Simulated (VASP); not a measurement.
# GaN (F-43m) in VASP: G0W0 quasiparticle levels with PBE

Aim: the G0W0 quasiparticle levels of GaN with PBE.

All numbers are computed with VASP 6.6.1; they aren't measurements. Logs are shortened: lines on timing, memory, paths and dates and some standing lists are left out, and cuts for length are marked.

### Step 1. The cell of the first run

Symmetry: F-43m, No. 216, cubic system. Conventional cell: a = 4.498 Å, b = 4.498 Å, c = 4.498 Å, α = 90.00°, β = 90.00°, γ = 90.00°. Ga (site symmetry -43m) has 4 N at 1.95 Å within 2.6 Å. Within 2.6 Å of N (site symmetry -43m) lie 4 Ga at 1.95 Å.

### Step 2. G0W0 quasiparticle levels, PBE

File POSCAR:

```
GaN
1.0
    0.0000000000      2.2489526314      2.2489526314
    2.2489526314      0.0000000000      2.2489526314
    2.2489526314      2.2489526314      0.0000000000
Ga N
1 1
Direct
    0.0000000000      0.0000000000      0.0000000000
    0.7500000000      0.7500000000      0.7500000000
```

File INCAR.step1:

```
SYSTEM = GaN
PREC = Accurate
ENCUT = 500
EDIFF = 1E-8
ISMEAR = 0
SIGMA = 0.01
LREAL = .FALSE.
LASPH = .TRUE.
NELM = 100
ALGO = Normal
LWAVE = .TRUE.
LCHARG = .FALSE.
GGA = PE
```

File INCAR.step2:

```
SYSTEM = GaN
PREC = Accurate
ENCUT = 500
EDIFF = 1E-8
ISMEAR = 0
SIGMA = 0.01
LREAL = .FALSE.
LASPH = .TRUE.
NELM = 1
ALGO = Exact
LWAVE = .TRUE.
LCHARG = .FALSE.
GGA = PE
NBANDS = 76
LOPTICS = .TRUE.
ISTART = 1
```

File INCAR.step3:

```
SYSTEM = GaN
PREC = Accurate
ENCUT = 500
EDIFF = 1E-8
ISMEAR = 0
SIGMA = 0.01
LREAL = .FALSE.
LASPH = .TRUE.
ALGO = EVGW0
LWAVE = .FALSE.
LCHARG = .FALSE.
GGA = PE
NELMGW = 1
NBANDS = 76
ENCUTGW = 120.0
NOMEGA = 96
PRECFOCK = Fast
ISTART = 1
NBANDSGW = 17
OMEGAMAX = 20
```

File KPOINTS:

```
Automatic mesh
0
G
  6 6 6
  0 0 0
```

Potentials or basis: VASP PAW PBE potentials, release 64 (Ga_d_GW, N_GW).

Run with:

```bash
cat potpaw_PBE.64/Ga_d_GW/POTCAR potpaw_PBE.64/N_GW/POTCAR > POTCAR
cp INCAR.step1 INCAR
mpirun -np 1 vasp_std > vasp.out
cp INCAR.step2 INCAR
mpirun -np 1 vasp_std > vasp.out
cp INCAR.step3 INCAR
mpirun -np 1 vasp_std > vasp.out
```

OUTCAR:

```text
SYSTEM = GaN
   PREC = Accurate
   ENCUT = 500
   EDIFF = 1E-8
   ISMEAR = 0
   LREAL = .FALSE.
   LASPH = .TRUE.
   GGA = PE
   NELMGW = 1
   ENCUTGW = 120.0
   PRECFOCK = Fast
   ISTART = 1

 ion  position               nearest neighbor table
   1  0.000  0.000  0.000-   2 1.95   2 1.95   2 1.95   2 1.95
   2  0.750  0.750  0.750-   1 1.95   1 1.95   1 1.95   1 1.95

  LATTYP: Found a face centered cubic cell.
 ALAT       =     4.4979052628

  Lattice vectors:

 A1 = (   0.0000000000,   2.2489526314,   2.2489526314)
 A2 = (   2.2489526314,   0.0000000000,   2.2489526314)
 A3 = (   2.2489526314,   2.2489526314,   0.0000000000)

Analysis of symmetry for initial positions (statically):
=====================================================================
 Subroutine PRICEL returns:
 Original cell was already a primitive cell.

 Routine SETGRP: Setting up the symmetry group for a
 face centered cubic supercell.

 Subroutine GETGRP returns: Found 24 space group operations
 (whereof 24 operations were pure point group operations)
 out of a pool of 48 trial point group operations.

The static configuration has the point symmetry T_d .

Analysis of symmetry for dynamics (positions and initial velocities):
=====================================================================
 Subroutine PRICEL returns:
 Original cell was already a primitive cell.

 Routine SETGRP: Setting up the symmetry group for a
 face centered cubic supercell.

 Subroutine GETGRP returns: Found 24 space group operations
 (whereof 24 operations were pure point group operations)
 out of a pool of 48 trial point group operations.

The dynamic configuration has the point symmetry T_d .

 Subroutine INISYM returns: Found 24 space group operations
 (whereof 24 operations are pure point group operations),
 and found     1 'primitive' translations

----------------------------------------------------------------------------------------

                                     Primitive cell

  volume of cell :      22.7495

  direct lattice vectors                    reciprocal lattice vectors
     0.000000000  2.248952631  2.248952631    -0.222325714  0.222325714  0.222325714
     2.248952631  0.000000000  2.248952631     0.222325714 -0.222325714  0.222325714
     2.248952631  2.248952631  0.000000000     0.222325714  0.222325714 -0.222325714

  length of vectors
     3.180499312  3.180499312  3.180499312     0.385079433  0.385079433  0.385079433

  position of ions in fractional coordinates (direct lattice)
     0.000000000  0.000000000  0.000000000
     0.750000000  0.750000000  0.750000000

  ion indices of the primitive-cell ions
   primitive index   ion index
                 1           1
                 2           2

----------------------------------------------------------------------------------------

 KPOINTS: Automatic mesh

Automatic generation of k-mesh.
 Grid dimensions read from file:
 generate k-points for:    6    6    6

 Generating k-lattice:

  Cartesian coordinates                     Fractional coordinates (reciprocal lattice)
    -0.037054286  0.037054286  0.037054286     0.166666667  0.000000000  0.000000000
     0.037054286 -0.037054286  0.037054286     0.000000000  0.166666667  0.000000000
     0.037054286  0.037054286 -0.037054286     0.000000000  0.000000000  0.166666667

  Length of vectors
     0.064179905  0.064179905  0.064179905

  Shift w.r.t. Gamma in fractional coordinates (k-lattice)
     0.000000000  0.000000000  0.000000000

 Subroutine IBZKPT returns following result:
 ===========================================

 Found     16 irreducible k-points:

 Following reciprocal coordinates:
            Coordinates               Weight
  0.000000  0.000000  0.000000      1.000000
  0.166667  0.000000  0.000000      8.000000
  0.333333  0.000000  0.000000      8.000000
  0.500000  0.000000  0.000000      4.000000
  0.166667  0.166667  0.000000      6.000000
  0.333333  0.166667  0.000000     24.000000
[... 8 lines left out ...]
 -0.333333  0.333333  0.166667     24.000000
 -0.333333  0.500000  0.166667     12.000000
   k-points           NKPTS =     16   k-points in BZ     NKDIM =    216   number of bands    NBANDS=     76
   number of dos      NEDOS =    301   number of ions     NIONS =      2
   total plane-waves  NPLWV =  13824
   dimension x,y,z NGX =    24 NGY =   24 NGZ =   24
   dimension x,y,z NGXF=    48 NGYF=   48 NGZF=   48
   ions per type =               1   1
   NGX,Y,Z   is equivalent  to a cutoff of  12.54, 12.54, 12.54 a.u.
   NGXF,Y,Z  is equivalent  to a cutoff of  25.09, 25.09, 25.09 a.u.
 SYSTEM =  GaN
   PREC   = accura    normal or accurate (medium, high low for compatibility)
   ISTART =      1    job   : 0-new  1-cont  2-samecut
   ICHARG =      0    charge: 1-file 2-atom 10-const
   ISPIN  =      1    spin polarized calculation?
   LNONCOLLINEAR =      F non collinear calculations
   LSORBIT =      F    spin-orbit coupling
   LASPH  =      T    aspherical Exc in radial PAW
   ENCUT  =  500.0 eV  36.75 Ry    6.06 a.u.   5.80  5.80  5.80*2*pi/ulx,y,z
   NELM   =     60;   NELMIN=  2; NELMDL=  0     # of ELM steps
   EDIFF  = 0.1E-07   stopping-criterion for ELM
   LREAL  =      F    real-space projection
   EDIFFG = 0.1E-06   stopping-criterion for IOM
   NSW    =      0    number of steps for IOM
   IBRION =     -1    ionic relax: 0-MD 1-quasi-New 2-CG
   NFREE  =      0    steps in history (QN), initial steepest desc. (CG)
   ISIF   =      0    stress and relaxation
   ISYM   =      3    0-nonsym 1-usesym 2-fastsym
   POTIM  = 0.5000    time-step for ionic-motion
   TEBEG  =    0.0;   TEEND  =   0.0 temperature during run
   PSTRESS=    0.0 pullay stress
   NELECT =      18.0000    total number of electrons
   NUPDOWN=      -1.0000    fix difference up-down
   EMIN   =  10.00;   EMAX   =-10.00  energy-range for DOS
   EFERMI =   0.00;   METHOD = LEGACY
   ISMEAR =     0;   SIGMA  =   0.01  broadening in eV -4-tet -1-fermi 0-gaus
   EFERMI_NEDOS =   21; number of points for ismear=-14 and -15
   IALGO  =     38    algorithm
   IMIX   =      4    mixing-type and parameters
     AMIX     =   0.40;   BMIX     =  1.00
     AMIX_MAG =   1.60;   BMIX_MAG =  1.00
  volume/ion in A,a.u.               =      11.37        76.76
  Fermi-wavevector in a.u.,A,eV,Ry     =   1.514173  2.861371 31.194328  2.292718
  Thomas-Fermi vector in A             =   2.623866
   LORBIT       =      0    0 simple, 1 ext, 2 COOP (PROOUT), +10 PAW based schemes
   GGA     = PE    functional components
   LHFCALC =     T    Hartree Fock is set to
   PRECFOCK=fast      Normal, Fast or Accurate (Low or Medium for compatibility)
   ENCUT4O =  -1.0   cutoff for four orbital integrals eV
   NKREDX  =     1    reduce k-point grid by
   NKREDY  =     1    reduce k-point grid by
   NKREDZ  =     1    reduce k-point grid by
   AEXX    =    1.0000 exact exchange contribution
   HFSCREEN=    0.0000 screening length (either q_TF or 0.3 A-1)
   HFSCREENC=   0.0000 screening length for correlation (either q_TF or 0.3 A-1)
   ENCUTFOCK=  -1.0 apply spherical cutoff to Coloumb kernel
   IVDW    =     0    specifies the selected vdW correction
   LEPSILON=     F    determine dielectric tensor
   LRPA    =     F    only Hartree local field effects (RPA)
   LRPAFORCE           =     F    calculate RPA forces
   ENCUTGW             = 120.0    cutoff for response function in eV
   ENCUTGWSOFT         =  96.0    soft cutoff for Coulomb kernel in GW response function in eV
   ENCUTLF             =  -1.0    cutoff for local field effects
   NELMGW              =     1    number of iterations in solving QP/BSE equation
   NELMHF              =     1    number of iterations in the inner HF iteration
   NKREDLFX            =     1    NKREDLFY  =   1   NKREDLFZ  =   1
 non-spin polarized calculation
 Gauss-broadening in eV      SIGMA  =   0.01
  energy-cutoff  :      500.00
  volume of cell :       22.75
 maximum number of plane-waves:       589
  NGX = 14; NGY = 14; NGZ = 14
   NGX = 11   NGY = 11   NGZ = 11
 maximum number of plane-waves:        73
 NGX is ok and might be reduce to    14

 QP shifts <psi_nk| G(iteration)W_0 |psi_nk>: iteration 1
 for sc-GW calculations column KS-energies equals QP-energies in previous step
 and V_xc(KS)=  KS-energies - (<T + V_ion + V_H > + <T+V_H+V_ion>^1  + <V_x>^1)

 k-point   1 :       0.0000    0.0000    0.0000
  band No.  KS-energies  QP-energies   sigma(KS)   V_xc(KS)     V^pw_x(r,r')   Z            occupation Imag(sigma)

      1     -10.8176     -11.7808     -16.3249     -14.8634     -24.6039       0.6590       2.0000       0.9725
      2      -8.3324     -11.4117     -25.7161     -21.4818     -34.7834       0.7272       2.0000       0.1669
      3      -8.3324     -11.4117     -25.7161     -21.4818     -34.7834       0.7272       2.0000       0.1669
      4      -8.3324     -11.4117     -25.7161     -21.4818     -34.7834       0.7272       2.0000       0.1669
      5      -8.0098     -11.2104     -26.1617     -21.8060     -35.1839       0.7348       2.0000       0.1113
      6      -8.0098     -11.2104     -26.1617     -21.8060     -35.1839       0.7348       2.0000       0.1113
[... 9 lines left out ...]
     16      23.9964      24.2661      -9.3204      -9.6659      -2.9938       0.7807       0.0000      -0.6477
     17      23.9964      24.2661      -9.3204      -9.6659      -2.9938       0.7807       0.0000      -0.6477

 k-point   2 :       0.1667    0.0000    0.0000
  band No.  KS-energies  QP-energies   sigma(KS)   V_xc(KS)     V^pw_x(r,r')   Z            occupation Imag(sigma)

      1     -10.5332     -11.5870     -16.9830     -15.4026     -25.2881       0.6668       2.0000       0.9307
      2      -8.2982     -11.3873     -25.7648     -21.5220     -34.8365       0.7281       2.0000       0.1655
      3      -8.2982     -11.3873     -25.7648     -21.5220     -34.8365       0.7281       2.0000       0.1655
      4      -8.2039     -11.1829     -25.1414     -21.0545     -34.0832       0.7289       2.0000       0.2043
      5      -8.0114     -11.2088     -26.1547     -21.8008     -35.1792       0.7344       2.0000       0.1123
      6      -8.0114     -11.2088     -26.1547     -21.8008     -35.1792       0.7344       2.0000       0.1123
[... 9 lines left out ...]
     16      22.0285      22.4683     -10.0544     -10.6145      -4.3927       0.7850       0.0000      -0.3525
     17      25.8022      26.5364      -9.6266     -10.5672      -3.0601       0.7806       0.0000      -0.7256

 k-point   3 :       0.3333    0.0000    0.0000
  band No.  KS-energies  QP-energies   sigma(KS)   V_xc(KS)     V^pw_x(r,r')   Z            occupation Imag(sigma)
[... 253 lines left out ...]
      1      -9.7746     -11.6669     -21.4455     -18.7305     -30.2465       0.6970       2.0000       0.5654
      2      -8.2105     -11.3339     -25.8023     -21.5294     -34.8375       0.7310       2.0000       0.1510
      3      -8.1444     -11.2778     -25.9233     -21.6407     -34.9835       0.7317       2.0000       0.1513
      4      -8.0332     -11.2209     -26.1313     -21.7863     -35.1897       0.7337       2.0000       0.1280
      5      -7.9868     -11.1823     -26.1821     -21.8323     -35.2310       0.7346       2.0000       0.1201
      6      -6.2500      -8.3570     -22.7978     -19.8880     -31.0359       0.7241       2.0000       0.3744
[... 9 lines left out ...]
     16      27.9936      28.8281     -10.8952     -11.9648      -3.9900       0.7801       0.0000      -0.9603
     17      29.3663      30.3028     -10.8486     -12.0183      -4.2903       0.8006       0.0000      -0.9195

 k-point  16 :      -0.3333    0.5000    0.1667
  band No.  KS-energies  QP-energies   sigma(KS)   V_xc(KS)     V^pw_x(r,r')   Z            occupation Imag(sigma)

      1      -9.7411     -11.6987     -21.7507     -18.9493     -30.5924       0.6988       2.0000       0.5395
      2      -8.2019     -11.3182     -25.6768     -21.4191     -34.6509       0.7319       2.0000       0.1430
      3      -8.1271     -11.2815     -26.0196     -21.7106     -35.1099       0.7321       2.0000       0.1508
      4      -8.0187     -11.1980     -26.1863     -21.8549     -35.2823       0.7340       2.0000       0.1420
      5      -7.9703     -11.1725     -26.2054     -21.8511     -35.2531       0.7354       2.0000       0.1170
      6      -6.1021      -8.1308     -22.5942     -19.7889     -30.7681       0.7231       2.0000       0.3824
[... 9 lines left out ...]
     16      28.2112      29.1664     -11.5814     -12.8017      -4.5395       0.7828       0.0000      -1.0661
     17      29.6287      30.6868     -11.1438     -12.4777      -4.5656       0.7932       0.0000      -0.9117
```

Wall time 2.6 min (1 thread of Intel Xeon 6975P-C (Granite Rapids), shared host); peak memory 0.39 GiB.

What came out:

```
Quasiparticle gap                                   : 2.88 eV
Least direct quasiparticle gap                      : 2.88 eV
Band gap of the starting levels on the mesh         : 1.77 eV
Least direct gap of the starting levels on the mesh : 1.77 eV
```

Caveat: the k points lie up to 0.40 Å⁻¹ apart; bands, screening cutoff and mesh are small and nothing is extrapolated, so the quasiparticle values aren't converged.
